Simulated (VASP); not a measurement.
The system is Ge.

```
CELL_PARAMETERS angstrom
0.00000 2.82891 2.82891
2.82891 0.00000 2.82891
2.82891 2.82891 0.00000
ATOMIC_POSITIONS crystal
Ge 0.75000 0.75000 0.75000
Ge 0.50000 0.50000 0.50000
```

- Program: VASP 6.6.1
- Task: relaxation of cell and atoms
- Functional: PBE
- Potentials or basis: VASP PAW PBE potentials, release 64 (Ge_d)
- Cutoff: 600 eV
- k mesh: 8 × 8 × 8
- Occupations: fermi-dirac, width 0.025 eV
- Spin: collinear spin, antiferromagnetic start
- Starting moments: [0.5, -0.5] μB

At the start: pressure 3.7 GPa; volume 22.64 Å³/atom.

Q: How do energy, volume and symmetry change on relaxing?

A: Over 7 steps the energy falls by 13.5 meV/atom and the volume is 23.89 Å³/atom (+5.5 %); space group Fd-3m (No. 227, to 0.05 Å); moment 0.00 μB per cell.

The path:
```csv
step,energy change (eV),largest force (eV/Å),pressure (GPa),volume (Å³)
1,0.0000,0.0000,3.68,45.28
2,-0.0236,0.0000,-0.93,48.78
3,-0.0271,0.0000,-0.14,47.80
4,-0.0270,0.0000,0.25,47.71
5,-0.0271,0.0000,0.14,47.72
6,-0.0271,0.0000,0.07,47.74
7,-0.0271,0.0000,-0.04,47.79
```

Final structure:
```cif
data_structure
_symmetry_space_group_name_H-M 'P 1'
_symmetry_Int_Tables_number 1
_cell_length_a 4.0733
_cell_length_b 4.0733
_cell_length_c 4.0733
_cell_angle_alpha 60.000
_cell_angle_beta 60.000
_cell_angle_gamma 60.000
_cell_volume 47.79
loop_
_atom_site_label
_atom_site_type_symbol
_atom_site_fract_x
_atom_site_fract_y
_atom_site_fract_z
_atom_site_occupancy
Ge1 Ge 0.75000 0.75000 0.75000 1
Ge2 Ge 0.50000 0.50000 0.50000 1
```

The cell as given is a measured one (22.64 Å³/atom); PBE puts the equilibrium volume +5.5 % from it, thermal expansion not counted.
